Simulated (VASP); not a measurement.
# Ir (Fd-3m) in VASP: settings compared, part 2 of 2

VASP 6.6.1.

## 3. Single point, PBEsol (19.83 Å³/atom)

This run uses another cell than the first one, of 19.83 Å³/atom.

INCAR reads:

```
PREC = Accurate
ENCUT = 520
EDIFF = 1E-6
ISMEAR = -1
SIGMA = 0.05
LREAL = F
LASPH = T
NELM = 60
ALGO = Normal
ISIF = 2
LWAVE = F
LCHARG = T
GGA = PS
LELF = T
LVHAR = T
NBANDS = 16
```

KPOINTS reads:

```
Automatic mesh
0
Gamma
  13 13 13
```

POSCAR reads:

```
Ir
1.0
    0.0000000000      2.7065530672      2.7065530672
    2.7065530672      0.0000000000      2.7065530672
    2.7065530672      2.7065530672      0.0000000000
Ir
2
Direct
   -0.1250000000     -0.1250000000     -0.1250000000
    0.1250000000      0.1250000000      0.1250000000
```

Potentials or basis: VASP PAW PBE potentials, release 64 (Ir).

Command:

```console
> cat potpaw_PBE.64/Ir/POTCAR > POTCAR
> mpirun -np 1 vasp_std > vasp.out
```

OUTCAR:

```text
PREC = Accurate
   ENCUT = 520
   EDIFF = 1E-6
   ISMEAR = -1
   LREAL = F
   LASPH = T
   NELM = 60
   ISIF = 2
   GGA = PS

 ion  position               nearest neighbor table
   1  0.875  0.875  0.875-   2 2.34   2 2.34   2 2.34   2 2.34
   2  0.125  0.125  0.125-   1 2.34   1 2.34   1 2.34   1 2.34

  LATTYP: Found a face centered cubic cell.
 ALAT       =     5.4131061344

  Lattice vectors:

 A1 = (   0.0000000000,   2.7065530672,   2.7065530672)
 A2 = (   2.7065530672,   0.0000000000,   2.7065530672)
 A3 = (   2.7065530672,   2.7065530672,   0.0000000000)

Analysis of symmetry for initial positions (statically):
=====================================================================
 Subroutine PRICEL returns:
 Original cell was already a primitive cell.

 Routine SETGRP: Setting up the symmetry group for a
 face centered cubic supercell.

 Subroutine GETGRP returns: Found 48 space group operations
 (whereof 12 operations were pure point group operations)
 out of a pool of 48 trial point group operations.

The static configuration has the point symmetry D_3d.
[... 159 lines left out ...]

  energy without entropy =      -17.17174945  energy(sigma->0) =      -17.18021808

 E-fermi :   6.0531     XC(G=0): -11.7794

 val. band max:        6.0308989950   @ k =  -0.2308   0.3846   0.1538
 cond. band min:       6.0660083107   @ k =  -0.2308   0.1538   0.0000
 fundamental gap:      0.0351093157
 Fermi energy:         6.0531014911

 k-point     1 :       0.0000    0.0000    0.0000
  band No.  band energies     occupation
      1      -2.6051      2.00000
      2       0.4081      2.00000
      3       0.4081      2.00000
      4       0.9374      2.00000
      5       0.9374      2.00000
      6       0.9374      2.00000
[... 433 lines left out ...]
      3       0.5295      2.00000
      4       0.6407      2.00000
      5       1.2091      2.00000
      6       1.6540      2.00000
[... 8 lines left out ...]
     15      16.1316      0.00000
     16      20.7291      0.00000

 [... further k-points ...]

------------------------ aborting loop because EDIFF is reached ----------------------------------------

  FORCE on cell =-STRESS in cart. coord.  units (eV):
  Direction    XX          YY          ZZ          XY          YZ          ZX
  --------------------------------------------------------------------------------------
  -------------------------------------------------------------------------------------
  Total        2.8141828      2.8141828      2.8141828      0.0000000      0.0000000      0.0000000
  in kB      113.7059671    113.7059671    113.7059671      0.0000000      0.0000000      0.0000000
  external PRESSURE =     113.7059671 kB  Pullay stress =       0.0000000 kB

 VOLUME and BASIS-vectors are now :
 -----------------------------------------------------------------------------
  energy-cutoff  :      520.00
  volume of cell :       39.65
      direct lattice vectors                 reciprocal lattice vectors
     0.000000000  2.706553067  2.706553067    -0.184736817  0.184736817  0.184736817
     2.706553067  0.000000000  2.706553067     0.184736817 -0.184736817  0.184736817
     2.706553067  2.706553067  0.000000000     0.184736817  0.184736817 -0.184736817

 POSITION                                       TOTAL-FORCE (eV/Angst)
 -----------------------------------------------------------------------------------
      4.73647      4.73647      4.73647        -0.000000      0.000000      0.000000
      0.67664      0.67664      0.67664         0.000000     -0.000000     -0.000000
 -----------------------------------------------------------------------------------
    total drift:                                0.000000     -0.000000     -0.000000

  FREE ENERGIE OF THE ION-ELECTRON SYSTEM (eV)
  ---------------------------------------------------
  free  energy   TOTEN  =       -17.1886867204 eV

  energy  without entropy=      -17.1717494465  energy(sigma->0) =      -17.18021808
```

stdout:

```text
POSCAR found type information on POSCAR Ir
 POSCAR found :  1 types and       2 ions
 scaLAPACK will be used
 -----------------------------------------------------------------------------
|                                                                             |
|                                                                             |
|     You enforced a specific xc type in the INCAR file but a different       |
|     I HOPE YOU KNOW WHAT YOU ARE DOING!                                     |
|                                                                             |
 -----------------------------------------------------------------------------

 LDA part: xc-table for (Slater+PW92), standard interpolation
 POSCAR, INCAR and KPOINTS ok, starting setup
 FFT: planning ... GRIDC
 FFT: planning ... GRID_SOFT
 FFT: planning ... GRID
 WAVECAR not read
 entering main loop
```

Wall time 1.8 min (1 thread of AMD EPYC, shared host); peak memory 0.16 GiB.

What came out:

```
Free energy            : -17.1887 eV
Pressure               : 11.4 GPa
Band gap on the k mesh : zero (bands 9 and 10 overlap by 1.82 eV)
```

Caveat: the cell stands under pressure; the PAW data sets were made with another functional, which shifts forces and pressure a little; spin-orbit coupling is left out, which moves the levels of the heavy elements.

## 4. Single point, PBEsol (20.87 Å³/atom)

This run uses another cell than the first one, of 20.87 Å³/atom.

INCAR reads:

```
SYSTEM = Ir
PREC     = Accurate       ! precision mode
ENCUT    = 520            ! plane-wave cutoff, eV
EDIFF    = 1E-6           ! SCF threshold, eV
ISMEAR   = -1             ! smearing method
SIGMA    = 0.05           ! smearing width, eV
LREAL    = .False.        ! projectors in reciprocal space
LASPH    = .True.         ! aspherical terms in the spheres
NELM     = 60             ! most SCF steps
ALGO     = Normal         ! electronic algorithm
ISIF     = 2              ! what is computed and relaxed
LWAVE    = .False.        ! write WAVECAR
LCHARG   = .False.        ! write CHGCAR
GGA      = PS             ! functional
NBANDS   = 16             ! bands
```

KPOINTS reads:

```
regular mesh
0
Gamma
  13 13 13
  0 0 0
```

POSCAR reads:

```
Ir
1.0
    0.0000000000      2.7532269474      2.7532269474
    2.7532269474      0.0000000000      2.7532269474
    2.7532269474      2.7532269474      0.0000000000
Ir
2
Direct
   -0.1250000000     -0.1250000000     -0.1250000000
    0.1250000000      0.1250000000      0.1250000000
```

Command:

```console
> cat potpaw_PBE.64/Ir/POTCAR > POTCAR
> mpirun -np 1 vasp_std > vasp.out
```

Wall time 2.1 min (1 thread of AMD EPYC, shared host); peak memory 0.17 GiB.

The run converged. Its results:

* Free energy: -17.2577 eV
* Pressure: -0.3 GPa
* Band gap on the k mesh: zero (bands 9 and 10 overlap by 1.68 eV)

Levels at points of the mesh, in eV from the Fermi level:
```tsv
k point	band 7	band 8	band 9	band 10	band 11	band 12
(0.00, 0.00, 0.00)	-1.82	-1.82	-1.82	0.87	0.87	10.90
```

Caveat: the PAW data sets were made with another functional, which shifts forces and pressure a little; spin-orbit coupling is left out, which moves the levels of the heavy elements.

## 5. Single point, LDA

This run uses another cell than the first one, of 11.48 Å³/atom.

INCAR reads:

```
SYSTEM = Ir
ALGO = Normal
EDIFF = 1E-6
ENCUT = 520
GGA = CA
ISIF = 2
ISMEAR = -1
ISYM = 0
LASPH = .True.
LCHARG = .False.
LREAL = .False.
LWAVE = .False.
NBANDS = 16
NELM = 100
PREC = Accurate
SIGMA = 0.05
```

KPOINTS reads:

```
k-points
0
Gamma
  13 13 13
  0 0 0
```

POSCAR reads:

```
Ir
1.0
    0.0000000000      2.2557774008      2.2557774008
    2.2557774008      0.0000000000      2.2557774008
    2.2557774008      2.2557774008      0.0000000000
Ir
2
Direct
   -0.1250000000     -0.1250000000     -0.1250000000
    0.1250000000      0.1250000000      0.1250000000
```

Potentials or basis: VASP PAW LDA potentials, release 64 (Ir).

Command:

```console
> cat potpaw_LDA.64/Ir/POTCAR > POTCAR
> mpirun -np 1 vasp_std > vasp.out
```

Wall time 14 min (1 thread of AMD EPYC, shared host); peak memory 0.39 GiB.

It converged, with:

```yaml
Free_energy: -3.5460 eV
Pressure: 419.1 GPa
Band_gap_on_the_k_mesh: zero (bands 9 and 10 overlap by 3.67 eV)
```

Levels at points of the mesh, in eV from the Fermi level:
```tsv
k point	band 6	band 7	band 8	band 9	band 10	band 11	band 12	band 13
(0.00, 0.00, 0.00)	-8.56	-3.33	-3.33	-3.33	3.31	3.31	11.54	13.33
```

Caveat: atoms lie so close that the PAW spheres overlap strongly, which falsifies energies and pressures; the cell stands under pressure; spin-orbit coupling is left out, which moves the levels of the heavy elements.

## 6. Overview

```tsv
level	potentials or basis	cell	gap on the mesh (eV)	pressure (GPa)
PBEsol	VASP PAW PBE potentials, release 64 (Ir)	a = 3.688 Å, angles 60.0°, 2 atoms	none	47.6
PBEsol	VASP PAW PBE potentials, release 64 (Ir)	a = 3.828 Å, angles 60.0°, 2 atoms	none	11.4
PBEsol	VASP PAW PBE potentials, release 64 (Ir)	a = 3.894 Å, angles 60.0°, 2 atoms	none	-0.3
LDA	VASP PAW LDA potentials, release 64 (Ir)	a = 3.190 Å, angles 60.0°, 2 atoms	none	419.1
```

Alike in all rows: task single point; no spin polarisation; k mesh 13 × 13 × 13; cutoff (eV) 520; smearing fermi-dirac 0.05 eV.

Caveats: spin-orbit coupling is left out, which moves the levels of the heavy elements; the cell stands under pressure (at least some runs); the PAW data sets were made with another functional, which shifts forces and pressure a little (at least some runs); atoms lie so close that the PAW spheres overlap strongly, which falsifies energies and pressures (at least some runs).

Absolute energies hang on the potentials; compare differences alone.
